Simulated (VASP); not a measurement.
# Ni3GeC in VASP: notebook, part 2 of 2

VASP 6.6.1.

**3. Single point, PBEsol, collinear spin, ferromagnetic start**

Contents of INCAR:

```
SYSTEM = Ni3GeC
PREC = Accurate
ENCUT = 520
EDIFF = 1E-7
ISMEAR = -1
SIGMA = 0.05
LREAL = .False.
LASPH = .True.
NELM = 150
ALGO = Normal
ISIF = 2
LWAVE = .False.
LCHARG = .True.
ISPIN = 2
MAGMOM = 1 1 1 0 0
LORBIT = 11
LMAXMIX = 4
GGA = PS
LELF = .True.
LVHAR = .True.
NBANDS = 36
```

Contents of KPOINTS:

```
Automatic mesh
0
Gamma
  5 5 5
  0 0 0
```

Contents of POSCAR:

```
Ni3GeC
1.0
    3.8087090000      0.0000000000      0.0000000000
    0.0000000000      3.8087090000      0.0000000000
    0.0000000000      0.0000000000      3.8087090000
Ni Ge C
3 1 1
Direct
    0.0000000000      0.5000000000      0.5000000000
    0.5000000000      0.5000000000      0.0000000000
    0.5000000000      0.0000000000      0.5000000000
   -0.0262556157      0.0000000000      0.0000000000
    0.5000000000      0.5000000000      0.5000000000
```

Potentials or basis: VASP PAW PBE potentials, release 64 (Ni, Ge_d, C).

Launch:

```console
$ cat potpaw_PBE.64/Ni/POTCAR potpaw_PBE.64/Ge_d/POTCAR potpaw_PBE.64/C/POTCAR > POTCAR
$ mpirun -np 1 vasp_std > vasp.out
```

OUTCAR:

```text
SYSTEM = Ni3GeC
   PREC = Accurate
   ENCUT = 520
   EDIFF = 1E-7
   ISMEAR = -1
   LREAL = .False.
   LASPH = .True.
   NELM = 150
   ISIF = 2
   ISPIN = 2
   LORBIT = 11
   GGA = PS

 ion  position               nearest neighbor table
   1  0.000  0.500  0.500-   5 1.90   5 1.90   2 2.69   2 2.69   3 2.69   2 2.69   3 2.69   3 2.69
                             2 2.69   3 2.69   4 2.70   4 2.70   4 2.70   4 2.70
   2  0.500  0.500  0.000-   5 1.90   5 1.90   4 2.62   4 2.62   1 2.69   3 2.69   1 2.69   3 2.69
                             3 2.69   3 2.69   1 2.69   1 2.69   4 2.76   4 2.76
   3  0.500  0.000  0.500-   5 1.90   5 1.90   4 2.62   4 2.62   2 2.69   1 2.69   1 2.69   2 2.69
                             2 2.69   2 2.69   1 2.69   1 2.69   4 2.76   4 2.76
   4  0.974  0.000  0.000-   2 2.62   3 2.62   3 2.62   2 2.62   1 2.70   1 2.70   1 2.70   1 2.70
[... 1637 lines left out ...]
      0.00000      1.90435      1.90435        -0.002587     -0.000000      0.000000
      1.90435      1.90435      0.00000        -0.054032     -0.000000      0.000000
      1.90435      0.00000      1.90435        -0.054032      0.000000      0.000000
      3.70871      0.00000      0.00000         0.237966     -0.000000     -0.000000
      1.90435      1.90435      1.90435        -0.127315      0.000000      0.000000
 -----------------------------------------------------------------------------------
    total drift:                                0.000014      0.000000     -0.000005

  FREE ENERGIE OF THE ION-ELECTRON SYSTEM (eV)
  ---------------------------------------------------
  free  energy   TOTEN  =       -32.8040621023 eV

  energy  without entropy=      -32.7650211549  energy(sigma->0) =      -32.78454163

 total charge

# of ion       s       p       d       tot
------------------------------------------
    1        0.444   0.572   8.471   9.487
    2        0.446   0.574   8.472   9.492
    3        0.446   0.574   8.472   9.492
    4        1.165   1.020  10.051  12.236
    5        0.871   1.524   0.000   2.395
--------------------------------------------------
tot          3.372   4.263  35.467  43.103

 magnetization (x)

# of ion       s       p       d       tot
------------------------------------------
    1        0.000   0.000   0.000   0.000
    2        0.000   0.000   0.000   0.000
    3        0.000   0.000   0.000   0.000
    4        0.000   0.000   0.000   0.000
    5        0.000   0.000   0.000   0.000
--------------------------------------------------
tot          0.000   0.000   0.000   0.001
```

Run time: 66 s. Hardware: 1 thread of Intel Xeon Platinum 8488C (Sapphire Rapids), shared host; peak memory 0.2 GiB.

Results:

- Free energy: -32.8041 eV
- Pressure: -5.9 GPa
- Largest force: 0.238 eV/Å
- Band gap on the k mesh: zero (filled and empty bands overlap)
- Net moment: 0.00 μB per cell
- Valence electrons inside the program's atomic spheres: Ni 9.49; Ge 12.24; C 2.40

Forces in eV/Å, atoms in the order of the input:
```
Ni  -0.003  0.000  0.000
Ni  -0.054  0.000  0.000
Ni  -0.054  0.000  0.000
Ge   0.238  0.000  0.000
C   -0.127  0.000  0.000
```

Caveat: the cell stands under tension; the PAW data sets were made with another functional, which shifts forces and pressure a little.

**4. Single point, PBEsol, collinear spin, ferromagnetic start**

Contents of INCAR:

```
SYSTEM = Ni3GeC
  PREC = Accurate
  ENCUT = 520
  EDIFF = 1E-7
  ISMEAR = -1
  SIGMA = 0.05
  LREAL = .False.
  LASPH = .True.
  NELM = 150
  ALGO = Normal
  ISIF = 2
  LWAVE = .False.
  LCHARG = .False.
  ISPIN = 2
  MAGMOM = 1 1 1 0 0
  LORBIT = 11
  LMAXMIX = 4
  GGA = PS
  NBANDS = 36
```

KPOINTS is that of step 3.

Changes to POSCAR since step 3:

```diff
@@ -11,3 +11,3 @@
     0.5000000000      0.0000000000      0.5000000000
-   -0.0262556157      0.0000000000      0.0000000000
+   -0.0131278079      0.0000000000      0.0000000000
     0.5000000000      0.5000000000      0.5000000000
```

Launch:

```console
$ cat potpaw_PBE.64/Ni/POTCAR potpaw_PBE.64/Ge_d/POTCAR potpaw_PBE.64/C/POTCAR > POTCAR
$ mpirun -np 1 vasp_std > vasp.out
```

Run time: 67 s. Hardware: 1 thread of Intel Xeon Platinum 8488C (Sapphire Rapids), shared host; peak memory 0.2 GiB.

It converged, with:

```yaml
Free_energy: -32.8129 eV
Pressure: -6.0 GPa
Largest_force: 0.117 eV/Å
Band_gap_on_the_k_mesh: zero (filled and empty bands overlap)
Net_moment: 0.00 μB per cell
Valence_electrons_inside_the_program's_atomic_spheres: Ni 9.49; Ge 12.23; C 2.40
```

Forces on the atoms (eV/Å):
```
Ni  -0.001  0.000  0.000
Ni  -0.026  0.000  0.000
Ni  -0.026  0.000  0.000
Ge   0.117  0.000  0.000
C   -0.064  0.000  0.000
```

Levels at points of the mesh, in eV from the Fermi level:
Spin up:
| k point | band 20 | band 21 | band 22 | band 23 | band 24 | band 25 | band 26 | band 27 | band 28 | band 29 |
| --- | --- | --- | --- | --- | --- | --- | --- | --- | --- | --- |
| (0.00, 0.00, 0.00) | -1.62 | -0.94 | -0.94 | -0.94 | -0.68 | 0.51 | 1.55 | 1.55 | 1.55 | 4.68 |
Spin down:
```csv
k point,band 20,band 21,band 22,band 23,band 24,band 25,band 26,band 27,band 28,band 29
"(0.00, 0.00, 0.00)",-1.62,-0.94,-0.94,-0.94,-0.68,0.51,1.55,1.55,1.55,4.68
```

Caveat: the cell stands under tension; the PAW data sets were made with another functional, which shifts forces and pressure a little.

**5. Single point, PBEsol, collinear spin, ferromagnetic start**

Contents of INCAR:

```
  ALGO = Normal
  EDIFF = 1E-7
  ENCUT = 520
  GGA = PS
  ISIF = 2
  ISMEAR = -1
  ISPIN = 2
  LASPH = T
  LCHARG = T
  LELF = T
  LMAXMIX = 4
  LORBIT = 11
  LREAL = F
  LVHAR = T
  LWAVE = F
  MAGMOM = 1 1 1 0 0
  NBANDS = 36
  NELM = 150
  PREC = Accurate
  SIGMA = 0.05
```

Contents of KPOINTS:

```
k-points
0
Gamma
  5 5 5
```

Changes to POSCAR since step 4:

```diff
@@ -11,3 +11,3 @@
     0.5000000000      0.0000000000      0.5000000000
-   -0.0131278079      0.0000000000      0.0000000000
+    0.0131278079      0.0000000000      0.0000000000
     0.5000000000      0.5000000000      0.5000000000
```

Launch:

```console
$ cat potpaw_PBE.64/Ni/POTCAR potpaw_PBE.64/Ge_d/POTCAR potpaw_PBE.64/C/POTCAR > POTCAR
$ mpirun -np 1 vasp_std > vasp.out
```

Wall time 69 s (1 thread of Intel Xeon Platinum 8488C (Sapphire Rapids), shared host); peak memory 0.21 GiB.

It converged, with:

| Item | Value |
| --- | --- |
| Free energy | -32.8129 eV |
| Pressure | -6.0 GPa |
| Largest force | 0.117 eV/Å |
| Band gap on the k mesh | zero (filled and empty bands overlap) |
| Net moment | 0.00 μB per cell |
| Valence electrons inside the program's atomic spheres | Ni 9.49; Ge 12.23; C 2.40 |

Forces in eV/Å, atoms in the order of the input:
```
Ni   0.001  0.000  0.000
Ni   0.026  0.000  0.000
Ni   0.026  0.000  0.000
Ge  -0.117  0.000  0.000
C    0.064  0.000  0.000
```

Levels at points of the mesh, in eV from the Fermi level:
Spin up:
```tsv
k point	band 21	band 22	band 23	band 24	band 25	band 26	band 27	band 28
(0.00, 0.00, 0.00)	-0.94	-0.94	-0.94	-0.68	0.51	1.55	1.55	1.55
```
Spin down:
| k point | band 21 | band 22 | band 23 | band 24 | band 25 | band 26 | band 27 | band 28 |
| --- | --- | --- | --- | --- | --- | --- | --- | --- |
| (0.00, 0.00, 0.00) | -0.94 | -0.94 | -0.94 | -0.68 | 0.51 | 1.55 | 1.55 | 1.55 |

Caveat: the cell stands under tension; the PAW data sets were made with another functional, which shifts forces and pressure a little.

**6. Single point, PBEsol, collinear spin, ferromagnetic start**

Contents of INCAR:

```
SYSTEM = Ni3GeC
ALGO     = Normal         ! electronic algorithm
EDIFF    = 1E-6           ! SCF threshold, eV
ENCUT    = 520            ! plane-wave cutoff, eV
GGA      = PS             ! functional
ISIF     = 2              ! what is computed and relaxed
ISMEAR   = -1             ! smearing method
ISPIN    = 2              ! spin polarisation
LASPH    = .TRUE.         ! aspherical terms in the spheres
LCHARG   = .TRUE.         ! write CHGCAR
LELF     = .TRUE.         ! ELF
LMAXMIX  = 4              ! l up to which the mixer works
LORBIT   = 11             ! projections on sites
LREAL    = .FALSE.        ! projectors in reciprocal space
LVHAR    = .TRUE.       
LWAVE    = .FALSE.        ! write WAVECAR
MAGMOM   = 1 1 1 0 0      ! initial moments
NBANDS   = 36             ! bands
NELM     = 150            ! most SCF steps
PREC     = Accurate       ! precision mode
SIGMA    = 0.05           ! smearing width, eV
```

Contents of KPOINTS:

```
k-points
0
G
  5 5 5
  0 0 0
```

Changes to POSCAR since step 5:

```diff
@@ -11,3 +11,3 @@
     0.5000000000      0.0000000000      0.5000000000
-    0.0131278079      0.0000000000      0.0000000000
+    0.0262556157      0.0000000000      0.0000000000
     0.5000000000      0.5000000000      0.5000000000
```

Potentials or basis: VASP PAW PBE potentials, release 64 (Ni, Ge_d, C).

Launch:

```console
$ cat potpaw_PBE.64/Ni/POTCAR potpaw_PBE.64/Ge_d/POTCAR potpaw_PBE.64/C/POTCAR > POTCAR
$ mpirun -np 1 vasp_std > vasp.out
```

It took 63 s on 1 thread of Intel Xeon Platinum 8488C (Sapphire Rapids), shared host; peak memory 0.2 GiB.

The run converged. Its results:

* Free energy: -32.8041 eV
* Pressure: -5.9 GPa
* Largest force: 0.238 eV/Å
* Band gap on the k mesh: zero (filled and empty bands overlap)
* Net moment: 0.00 μB per cell
* Valence electrons inside the program's atomic spheres: Ni 9.49; Ge 12.24; C 2.40

Forces on the atoms (eV/Å):
```
Ni   0.003  0.000  0.000
Ni   0.054  0.000  0.000
Ni   0.054  0.000  0.000
Ge  -0.238  0.000  0.000
C    0.127  0.000  0.000
```

Levels at points of the mesh, in eV from the Fermi level:
Spin up:
```tsv
k point	band 21	band 22	band 23	band 24	band 25	band 26	band 27	band 28
(0.00, 0.00, 0.00)	-0.94	-0.94	-0.94	-0.68	0.51	1.56	1.56	1.56
```
Spin down:
| k point | band 20 | band 21 | band 22 | band 23 | band 24 | band 25 | band 26 | band 27 | band 28 | band 29 |
| --- | --- | --- | --- | --- | --- | --- | --- | --- | --- | --- |
| (0.00, 0.00, 0.00) | -1.62 | -0.94 | -0.94 | -0.94 | -0.68 | 0.51 | 1.56 | 1.56 | 1.56 | 4.68 |

Caveat: the cell stands under tension; the PAW data sets were made with another functional, which shifts forces and pressure a little.

**7. Summary**

```tsv
cell	gap on the mesh (eV)	pressure (GPa)	moment (μB)	largest force (eV/Å)
as given, atomic positions A	none	-6.1	0.00	-
as given, atomic positions B	none	-5.9	0.00	0.24
as given, atomic positions C	none	-6.0	0.00	0.12
```

Alike in all rows: task single point; level PBEsol; potentials or basis VASP PAW PBE potentials, release 64 (Ni, Ge_d, C); spin collinear, ferromagnetic start; k mesh 5 × 5 × 5; cutoff (eV) 520; smearing fermi-dirac 0.05 eV.

Caveats: the cell stands under tension; the PAW data sets were made with another functional, which shifts forces and pressure a little.

Absolute energies hang on the potentials; compare differences alone.
